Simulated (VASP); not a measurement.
# TaN (P-6m2) in VASP: further runs

TaN is run at these levels: PBEsol+D3(BJ)+U, LDA; tasks: phonons, electric field gradients.

All numbers are computed with VASP 6.6.1; they aren't measurements. Logs are shortened: lines on timing, memory, paths and dates and some standing lists are left out, and cuts for length are marked.

## (1) The cell of the first run

Symmetry: P-6m2, No. 187, hexagonal system. The conventional cell has a = 2.938 Å, b = 2.938 Å, c = 2.883 Å, α = 90.00°, β = 90.00°, γ = 120.00°. Ta (site symmetry -6m2) has 6 N at 2.23 Å and 8 Ta at 2.88 to 2.94 Å within 3.0 Å. N (site symmetry -6m2) has 6 Ta at 2.23 Å and 8 N at 2.88 to 2.94 Å within 3.0 Å.

## (2) Phonons, PBEsol+D3(BJ)+U

Contents of INCAR:

```
ALGO = Normal
EDIFF = 1E-8
ENCUT = 700
GGA = PS
GGA_COMPAT = F
IBRION = 6
ISIF = 2
ISMEAR = 0
IVDW = 12
LASPH = T
LCHARG = F
LDAU = T
LDAUJ = 0 0
LDAUL = 2 -1
LDAUPRINT = 1
LDAUTYPE = 2
LDAUU = 3.5 0
LMAXMIX = 4
LREAL = F
LWAVE = F
NELM = 200
NFREE = 2
NSW = 1
POTIM = 0.015
PREC = Accurate
SIGMA = 0.025
```

Contents of KPOINTS:

```
k-points
0
Gamma
  10 10 8
```

Contents of POSCAR:

```
TaN
1.0
    2.9380000000      0.0000000000      0.0000000000
   -1.4690000000      2.5443826363      0.0000000000
    0.0000000000      0.0000000000      2.8830000000
Ta N
1 1
Direct
    0.0000000000      0.0000000000      0.5000000000
    0.6666666667      0.3333333333      0.0000000000
```

Potentials or basis: VASP PAW PBE potentials, release 64 (Ta_sv_GW, N).

On the command line:

```sh
$ cat potpaw_PBE.64/Ta_sv_GW/POTCAR potpaw_PBE.64/N/POTCAR > POTCAR
$ mpirun -np 1 vasp_std > vasp.out
```

OUTCAR:

```text
EDIFF = 1E-8
   ENCUT = 700
   GGA = PS
   IBRION = 6
   ISIF = 2
   ISMEAR = 0
   IVDW = 12
   LASPH = T
   LREAL = F
   NELM = 200
   NFREE = 2
   NSW = 1
   POTIM = 0.015
   PREC = Accurate
 IVDW          = 12

 ion  position               nearest neighbor table
   1  0.000  0.000  0.500-   2 2.23   2 2.23   2 2.23   2 2.23   2 2.23   2 2.23
   2  0.667  0.333  0.000-   1 2.23   1 2.23   1 2.23   1 2.23   1 2.23   1 2.23

  LATTYP: Found a hexagonal cell.
 ALAT       =     2.9380000000
 C/A-ratio  =     0.9812797822

  Lattice vectors:

 A1 = (   2.9380000000,   0.0000000000,   0.0000000000)
 A2 = (  -1.4690000000,   2.5443826363,   0.0000000000)
 A3 = (   0.0000000000,   0.0000000000,   2.8830000000)

Analysis of symmetry for initial positions (statically):
=====================================================================
 Subroutine PRICEL returns:
 Original cell was already a primitive cell.

 Routine SETGRP: Setting up the symmetry group for a
 hexagonal supercell.

 Subroutine GETGRP returns: Found 12 space group operations
 (whereof 12 operations were pure point group operations)
 out of a pool of 24 trial point group operations.

The static configuration has the point symmetry D_3h.

Analysis of symmetry for dynamics (positions and initial velocities):
=====================================================================
 Subroutine PRICEL returns:
 Original cell was already a primitive cell.

 Routine SETGRP: Setting up the symmetry group for a
 hexagonal supercell.

 Subroutine GETGRP returns: Found 12 space group operations
 (whereof 12 operations were pure point group operations)
 out of a pool of 24 trial point group operations.

The dynamic configuration has the point symmetry D_3h.

 Subroutine INISYM returns: Found 12 space group operations
 (whereof 12 operations are pure point group operations),
 and found     1 'primitive' translations

----------------------------------------------------------------------------------------

                                     Primitive cell

  volume of cell :      21.5516

  direct lattice vectors                    reciprocal lattice vectors
     2.938000000  0.000000000  0.000000000     0.340367597  0.196511324  0.000000000
    -1.469000000  2.544382636  0.000000000     0.000000000  0.393022648  0.000000000
     0.000000000  0.000000000  2.883000000     0.000000000  0.000000000  0.346860909

  length of vectors
     2.938000000  2.938000000  2.883000000     0.393022648  0.393022648  0.346860909

  position of ions in fractional coordinates (direct lattice)
     0.000000000  0.000000000  0.500000000
     0.666666667  0.333333333  0.000000000

  ion indices of the primitive-cell ions
   primitive index   ion index
                 1           1
                 2           2

----------------------------------------------------------------------------------------

 KPOINTS: k-points

Automatic generation of k-mesh.
 Grid dimensions read from file:
 generate k-points for:   10   10    8

 Generating k-lattice:

  Cartesian coordinates                     Fractional coordinates (reciprocal lattice)
     0.034036760  0.019651132  0.000000000     0.100000000  0.000000000  0.000000000
     0.000000000  0.039302265  0.000000000     0.000000000  0.100000000  0.000000000
     0.000000000  0.000000000  0.043357614     0.000000000  0.000000000  0.125000000

  Length of vectors
     0.039302265  0.039302265  0.043357614

  Shift w.r.t. Gamma in fractional coordinates (k-lattice)
     0.000000000  0.000000000  0.000000000

 Subroutine IBZKPT returns following result:
 ===========================================

 Found     70 irreducible k-points:

 Following reciprocal coordinates:
            Coordinates               Weight
  0.000000  0.000000  0.000000      1.000000
  0.100000 -0.000000  0.000000      6.000000
  0.200000 -0.000000  0.000000      6.000000
  0.300000  0.000000  0.000000      6.000000
  0.400000 -0.000000  0.000000      6.000000
  0.500000  0.000000  0.000000      3.000000
[... 16 lines left out ...]
  0.300000  0.100000  0.125000     24.000000
  0.400000  0.100000  0.125000     24.000000
 [... further k-points ...]
   k-points           NKPTS =     70   k-points in BZ     NKDIM =     70   number of bands    NBANDS=     13
   number of dos      NEDOS =    301   number of ions     NIONS =      2
[... 26 lines left out ...]
   PSTRESS=    0.0 pullay stress
   NELECT =      18.0000    total number of electrons
   NUPDOWN=      -1.0000    fix difference up-down
   EMIN   =  10.00;   EMAX   =-10.00  energy-range for DOS
   EFERMI =   0.00;   METHOD = LEGACY
   ISMEAR =     0;   SIGMA  =   0.03  broadening in eV -4-tet -1-fermi 0-gaus
   EFERMI_NEDOS =   21; number of points for ismear=-14 and -15
   IALGO  =     38    algorithm
   IMIX   =      4    mixing-type and parameters
     AMIX     =   0.40;   BMIX     =  1.00
     AMIX_MAG =   1.60;   BMIX_MAG =  1.00
  volume/ion in A,a.u.               =      10.78        72.72
  Fermi-wavevector in a.u.,A,eV,Ry     =   1.541722  2.913432 32.339776  2.376906
  Thomas-Fermi vector in A             =   2.647628
   LORBIT       =      0    0 simple, 1 ext, 2 COOP (PROOUT), +10 PAW based schemes
 LDA+U is selected, type is set to LDAUTYPE =  2
   angular momentum for each species LDAUL =     2   -1
   U (eV)           for each species LDAUU =   3.5  0.0
   J (eV)           for each species LDAUJ =   0.0  0.0
   GGA     = PS    functional components
   LHFCALC =     F    Hartree Fock is set to
   AEXX    =    0.0000 exact exchange contribution
   IVDW    =    12    specifies the selected vdW correction
   LEPSILON=     F    determine dielectric tensor
   LRPA    =     F    only Hartree local field effects (RPA)
 finite differences with symmetry
 non-spin polarized calculation
 Gauss-broadening in eV      SIGMA  =   0.03
  energy-cutoff  :      700.00
  volume of cell :       21.55
 maximum number of plane-waves:       930
 NGX is ok and might be reduce to    28
   NGX = 13   NGY = 13   NGZ = 13

--------------------------------------- Ionic step        1  -------------------------------------------

 number of electron      18.0000000 magnetization

 Free energy of the ion-electron system (eV)
  ---------------------------------------------------
  ext. energy  EPLUGINS =         0.00000000
  ---------------------------------------------------
  free energy    TOTEN  =       -23.21196939 eV

  energy without entropy =      -23.21191322  energy(sigma->0) =      -23.21194131

------------------------ aborting loop because EDIFF is reached ----------------------------------------

 Edisp (eV)   -0.91845

 E8    (eV) :    -0.6376
[... 305 lines left out ...]
  FREE ENERGIE OF THE ION-ELECTRON SYSTEM (eV)
  ---------------------------------------------------
  free  energy   TOTEN  =       -24.1286255466 eV

  energy  without entropy=      -24.1285693711  energy(sigma->0) =      -24.12859746

atom =   1  type =  1  l = 2

 onsite density matrix

spin component  1

  0.2523 -0.0000  0.0000  0.0024  0.0000
 -0.0000  0.1734 -0.0000  0.0000  0.0024
  0.0000 -0.0000  0.3014 -0.0000 -0.0000
  0.0024  0.0000 -0.0000  0.1734  0.0000
  0.0000  0.0024 -0.0000  0.0000  0.2523

spin component  2

  0.2523 -0.0000  0.0000  0.0024  0.0000
 -0.0000  0.1734 -0.0000  0.0000  0.0024
  0.0000 -0.0000  0.3014 -0.0000 -0.0000
  0.0024  0.0000 -0.0000  0.1734  0.0000
  0.0000  0.0024 -0.0000  0.0000  0.2523

 occupancies and eigenvectors

  o =  0.1733  v = -0.0006 -0.9993  0.0000  0.0204  0.0302  0.0000  0.0000  0.0000  0.0000  0.0000      0.0000  0.0000  0.0000  0.0000  0.0000  0.0000  0.0000  0.0000  0.0000  0.0000
  o =  0.1733  v =  0.0000  0.0000  0.0000  0.0000  0.0000 -0.0006 -0.9993  0.0000  0.0204  0.0302      0.0000  0.0000  0.0000  0.0000  0.0000  0.0000  0.0000  0.0000  0.0000  0.0000
  o =  0.1733  v =  0.0302 -0.0204  0.0000 -0.9993  0.0006  0.0000  0.0000  0.0000  0.0000  0.0000      0.0000  0.0000  0.0000  0.0000  0.0000  0.0000  0.0000  0.0000  0.0000  0.0000
  o =  0.1733  v =  0.0000  0.0000  0.0000  0.0000  0.0000  0.0302 -0.0204  0.0000 -0.9993  0.0006      0.0000  0.0000  0.0000  0.0000  0.0000  0.0000  0.0000  0.0000  0.0000  0.0000
  o =  0.2524  v =  0.0000  0.0000  0.0000  0.0000  0.0000  0.6573 -0.0227 -0.0000  0.0198 -0.7531      0.0000  0.0000  0.0000  0.0000  0.0000  0.0000  0.0000  0.0000  0.0000  0.0000
  o =  0.2524  v =  0.6573 -0.0227 -0.0000  0.0198 -0.7531  0.0000  0.0000  0.0000  0.0000  0.0000      0.0000  0.0000  0.0000  0.0000  0.0000  0.0000  0.0000  0.0000  0.0000  0.0000
  o =  0.2524  v =  0.0000  0.0000  0.0000  0.0000  0.0000 -0.7531 -0.0198 -0.0000 -0.0227 -0.6573      0.0000  0.0000  0.0000  0.0000  0.0000  0.0000  0.0000  0.0000  0.0000  0.0000
  o =  0.2524  v = -0.7531 -0.0198 -0.0000 -0.0227 -0.6573  0.0000  0.0000  0.0000  0.0000  0.0000      0.0000  0.0000  0.0000  0.0000  0.0000  0.0000  0.0000  0.0000  0.0000  0.0000
  o =  0.3014  v =  0.0000  0.0000  0.0000  0.0000  0.0000  0.0000 -0.0000  1.0000  0.0000 -0.0000      0.0000  0.0000  0.0000  0.0000  0.0000  0.0000  0.0000  0.0000  0.0000  0.0000
  o =  0.3014  v =  0.0000 -0.0000  1.0000  0.0000 -0.0000  0.0000  0.0000  0.0000  0.0000  0.0000      0.0000  0.0000  0.0000  0.0000  0.0000  0.0000  0.0000  0.0000  0.0000  0.0000

--------------------------------------- Ionic step        9  -------------------------------------------

 number of electron      18.0000000 magnetization

 Free energy of the ion-electron system (eV)
  ---------------------------------------------------
  ext. energy  EPLUGINS =         0.00000000
  ---------------------------------------------------
  free energy    TOTEN  =       -23.21017416 eV

  energy without entropy =      -23.21011799  energy(sigma->0) =      -23.21014607

 E-fermi :  12.9160     XC(G=0): -13.8739

 val. band max:       12.7510746392   @ k =   0.0000   0.0000   0.5000
 cond. band min:      12.9278969086   @ k =   0.0000   0.0000   0.3750
 fundamental gap:      0.1768222694
 Fermi energy:        12.9159735053

 k-point     1 :       0.0000    0.0000    0.0000
  band No.  band energies     occupation
      1     -56.4709      2.00000
      2     -22.7243      2.00000
      3     -22.4728      2.00000
      4     -22.4728      2.00000
      5      -5.2548      2.00000
      6       8.1037      2.00000
      7       8.1037      2.00000
      8       8.4226      2.00000
      9       9.5981      2.00000
     10      14.5811      0.00000
     11      16.3189      0.00000
     12      16.3189      0.00000
     13      17.1684      0.00000
[... 354 lines left out ...]
  band No.  band energies     occupation
      1     -56.3884      2.00000
      2     -23.4202      2.00000
      3     -22.7473      2.00000
      4     -22.7056      2.00000
      5      -2.8706      2.00000
      6       4.4641      2.00000
      7       7.2318      2.00000
      8       8.3696      2.00000
      9      10.4955      2.00000
     10      15.4970      0.00000
     11      16.5248      0.00000
     12      17.3244      0.00000
     13      18.6517      0.00000

 [... further k-points ...]

------------------------ aborting loop because EDIFF is reached ----------------------------------------

 Edisp (eV)   -0.91845

 E8    (eV) :    -0.6376
[... 25 lines left out ...]
  FREE ENERGIE OF THE ION-ELECTRON SYSTEM (eV)
  ---------------------------------------------------
  free  energy   TOTEN  =       -24.1286255407 eV

  energy  without entropy=      -24.1285693652  energy(sigma->0) =      -24.12859745

 INTERNAL STRAIN TENSORS FROM DISPLACED ATOMS
 ============================================

 INTERNAL STRAIN TENSOR FOR ION    1 for displacements in x,y,z  (eV/Angst):
          X           Y           Z          XY          YZ          ZX
  --------------------------------------------------------------------------------
  x     0.00000    -0.00000     0.00000     3.97355     0.00000     0.00000
  y     3.97355    -3.97355     0.00000     0.00000     0.00000     0.00000
  z     0.00000     0.00000     0.00000     0.00000     0.00000     0.00000

 INTERNAL STRAIN TENSOR FOR ION    2 for displacements in x,y,z  (eV/Angst):
          X           Y           Z          XY          YZ          ZX
  --------------------------------------------------------------------------------
  x     0.00000     0.00000     0.00000    -3.98845     0.00000     0.00000
  y    -3.98845     3.98845     0.00000     0.00000     0.00000     0.00000
  z     0.00000     0.00000     0.00000     0.00000     0.00000     0.00000

 Eigenvectors and eigenvalues of the dynamical matrix
 ----------------------------------------------------

   1 f  =   17.263176 THz   108.467733 2PiTHz  575.837563 cm-1    71.394726 meV
             X         Y         Z           dx          dy          dz
      0.000000  0.000000  1.441500    -0.000000   -0.000000   -0.267953
      1.469000  0.848128  0.000000     0.000000    0.000000    0.963432
[... 21 lines left out ...]
   6 f/i=    0.000670 THz     0.004211 2PiTHz    0.022356 cm-1     0.002772 meV
             X         Y         Z           dx          dy          dz
      0.000000  0.000000  1.441500    -0.000000    0.000000    0.963432
      1.469000  0.848128  0.000000    -0.000000    0.000000    0.267953

 ELASTIC MODULI CONTR FROM IONIC RELAXATION (kBar)
 Direction    XX          YY          ZZ          XY          YZ          ZX
 --------------------------------------------------------------------------------
 XX         -86.7588     86.7588      0.0000     -0.0000      0.0000      0.0000
 YY          86.7588    -86.7588      0.0000      0.0000      0.0000      0.0000
 ZZ           0.0000      0.0000      0.0000      0.0000      0.0000      0.0000
 XY          -0.0000      0.0000      0.0000    -86.7588      0.0000      0.0000
 YZ           0.0000      0.0000      0.0000      0.0000      0.0000      0.0000
 ZX           0.0000      0.0000      0.0000      0.0000      0.0000      0.0000
 --------------------------------------------------------------------------------
```

Wall time 6.9 min (1 thread of Intel Xeon Platinum 8488C (Sapphire Rapids), shared host); peak memory 0.36 GiB.

What came out:

```
Highest phonon frequency at Γ : 576 cm⁻¹
Dispersion energy per atom    : -0.459 eV
```

Phonon frequencies in cm⁻¹ (negative: imaginary):
```tsv
q point	frequencies
(0.000, 0.000, 0.000)	0 0 0 533 533 576
```

Eigenvalues of the final occupation matrices:
| site | spin | trace | eigenvalues |
| --- | --- | --- | --- |
| site 1 d | 1 | 1.15 | 0.17 0.17 0.25 0.25 0.30 |
| site 1 d | 2 | 1.15 | 0.17 0.17 0.25 0.25 0.30 |

Caveat: spin-orbit coupling is left out, which moves the levels of the heavy elements.

(Part 1 of 2 ends here.)
